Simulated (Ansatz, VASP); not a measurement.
# HfN: VASP beside Ansatz

```
Hf N
1.0
     0.00000    2.25600    2.25600
     2.25600    0.00000    2.25600
     2.25600    2.25600    0.00000
Hf N
1 1
Direct
  0.00000 0.00000 0.00000
  0.50000 0.50000 0.50000
```

Alike in both runs: task single point; functional PBE; k mesh 11 × 11 × 11; no spin polarisation.

```csv
,VASP,Ansatz
version,VASP 6.6.1,Ansatz 0.2.0
potentials or method,"VASP PAW PBE potentials, release 64 (Hf_pv, N)","plane waves, PAW"
plane-wave cutoff (eV),520,420
occupations,"methfessel-paxton of order 1, width 0.1 eV","cold, width 0.1 eV"
valence electrons in the cell,15,31
```

Ansatz gave:

| Item | Value |
| --- | --- |
| gap on the k mesh at the Fermi level (eV) | none |
| pressure (GPa) | 6.6 |

Question: Estimate VASP's values.

Answer: gap on the k mesh at the Fermi level (eV): none; pressure (GPa): 4.2.

A gap of «none» marks a metal or a gap that the smearing closes. VASP's potentials hold 15 valence electrons a cell and Ansatz's 31, so a difference there can come from the potentials and not from the codes.

Spin-orbit coupling is off throughout.
